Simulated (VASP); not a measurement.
Sb, 2 atoms in the cell. The structure is trigonal, space group P-3m1 (No. 164). The conventional cell has a = 3.369 Å, b = 3.369 Å, c = 5.330 Å, α = 90.00°, β = 90.00°, γ = 120.00°. Within 4.3 Å of Sb (site symmetry 3m) lie 12 Sb at 3.26 to 3.37 Å.  This cell differs from its parent crystal: one atom moved.

* Program: VASP 6.6.1
* Task: single point
* Functional: PBEsol
* Potentials or basis: VASP PAW PBE potentials, release 64 (Sb)
* Cutoff: 520 eV
* k mesh: 12 × 12 × 8
* Occupations: gaussian, width 0.1 eV
* Spin: no spin polarisation
* Dipole correction: no
* Further INCAR settings: ALGO = Normal; EDIFF = 1e-06; NBANDS = 12

Potentials or basis: VASP PAW PBE potentials, release 64 (Sb).

Command:

```bash
$ cat potpaw_PBE.64/Sb/POTCAR > POTCAR
$ mpirun -np 1 vasp_std > vasp.out
```

Hardware: 1 thread of Intel Xeon 8259CL, with other jobs on the host.

Task: Estimate the wall time of this run.

Result: It took 75 s on 1 thread of Intel Xeon 8259CL, with other jobs on the host, peak memory 0.22 GiB. Counts: scf iterations 9, k points 131.
